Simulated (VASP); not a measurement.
Set up this calculation in VASP 6.6.1, as the native input.

| Property | Result |
| --- | --- |
| Task | single point |
| Functional | PBEsol |
| Potentials or basis | VASP PAW PBE potentials, release 64 (P) |
| Cutoff | 520 eV |
| k mesh | 8 × 1 × 6 |
| Occupations | gaussian, width 0.02 eV |
| Spin | no spin polarisation |
| Dipole correction | no |
| Further INCAR settings | ALGO = Normal; EDIFF = 1e-06; NBANDS = 18 |

The structure of P lies in POSCAR:

```
P
1.0
    3.1858360627      0.0000000000      0.0000000000
    0.0000000000     33.8285045704      0.0000000000
    0.0000000000      0.0000000000      4.5501523152
P
4
Direct
    0.0000000000      0.9688618539      0.5848024067
    0.0000000000      0.0311381461      0.4151975933
    0.5000000000      0.0311381461      0.0848024067
    0.5000000000      0.9688618539      0.9151975933
```

This cell differs from its parent crystal: biaxial strain in the a-b plane: -3.0 %, then relaxed in part.

One way to write it, as run:

INCAR

```
SYSTEM = P
ALGO     = Normal         ! electronic algorithm
EDIFF    = 1E-6           ! SCF threshold, eV
ENCUT    = 520            ! plane-wave cutoff, eV
GGA      = PS             ! functional
ISIF     = 2              ! what is computed and relaxed
ISMEAR   = 0              ! smearing method
LASPH    = .True.         ! aspherical terms in the spheres
LCHARG   = .True.         ! write CHGCAR
LELF     = .True.         ! ELF
LREAL    = .False.        ! projectors in reciprocal space
LVHAR    = .True.       
LWAVE    = .False.        ! write WAVECAR
NBANDS   = 18             ! bands
NELM     = 60             ! most SCF steps
PREC     = Accurate       ! precision mode
SIGMA    = 0.02           ! smearing width, eV
```

KPOINTS

```
k-points
0
Gamma
  8 1 6
  0 0 0
```

Potentials or basis: VASP PAW PBE potentials, release 64 (P).

Run with:

```console
$ cat potpaw_PBE.64/P/POTCAR > POTCAR
$ mpirun -np 1 vasp_std > vasp.out
```

Results of the run:

The largest force is 0.027 eV/Å and the band gap on the k mesh is 0.69 eV, direct.

Caveat: the cell differs from its parent crystal (biaxial strain in the a-b plane: -3.0 %, then relaxed in part); the PAW data sets were made with another functional, which shifts forces and pressure a little.

Run time: 8.4 min on 1 thread of Intel Xeon 8259CL, on a shared host, peak memory 0.54 GiB.
